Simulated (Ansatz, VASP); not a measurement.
# Ga in VASP and in Ansatz

File INCAR:

```
SYSTEM = Ga
  PREC = Accurate
  ENCUT = 520
  EDIFF = 1E-6
  ISMEAR = 0
  SIGMA = 0.1
  LREAL = .False.
  LASPH = .True.
  NELM = 100
  ALGO = Fast
  ISIF = 2
  LWAVE = .False.
  LCHARG = .False.
  GGA = PS
  NBANDS = 34
```

Contents of KPOINTS:

```
Automatic mesh
0
Gamma
  15 15 4
  0 0 0
```

File POSCAR:

```
Ga
1.0
    3.0552775179      0.0000000000      0.0000000000
   -1.5276387589      2.6459479461      0.0000000000
    0.0000000000      0.0000000000     10.6988831954
Ga
4
Direct
    0.0000000000      0.0000000000      0.0000000000
    0.3333333300      0.6666666700      0.2500000000
    0.0000000000      0.0000000000      0.5000000000
    0.6666666700      0.3333333300      0.7500000000
```

Input for Ansatz:

```yaml
crystal:
  lattice:
    - [3.0552775179, 0.0, 0.0]
    - [-1.5276387589, 2.6459479461, 0.0]
    - [0.0, 0.0, 10.6988831954]
  atoms:
    - { symbol: Ga, position: [0.0, 0.0, 0.0] }
    - { symbol: Ga, position: [0.33333333, 0.66666667, 0.25] }
    - { symbol: Ga, position: [0.0, 0.0, 0.5] }
    - { symbol: Ga, position: [0.66666667, 0.33333333, 0.75] }
basis:
  ecutwfc: 420
kpoints:
  mp_grid: { grid: [15, 15, 4] }
hamiltonian:
  xc: pbesol
scf:
  occupations: { method: gaussian, width: 0.1 }
output:
  forces: true
  stress: true
  eigenvalues: true
  populations: true
```

Alike in both runs: task single point; functional PBEsol; k mesh 15 × 15 × 4; occupations gaussian, width 0.1 eV; no spin polarisation.

|  | VASP | Ansatz |
| --- | --- | --- |
| version | VASP 6.6.1 | Ansatz 0.2.0 |
| potentials or method | VASP PAW PBE potentials, release 64 (Ga_d), cutoff 520 eV | scalar-relativistic, plane waves, PAW |
| valence electrons in the cell | 52 | 52 |

```csv
,VASP,Ansatz,Ansatz less VASP
gap on the k mesh at the Fermi level (eV),none,none,-
pressure (GPa),-7.3,-7.3,0.00
"traceless stress, the component that is largest in VASP (GPa)",-0.19,-0.18,+0.001
```

VASP's potentials were made for PBE, not for PBEsol. A gap of «none» marks a metal or a gap that the smearing closes.
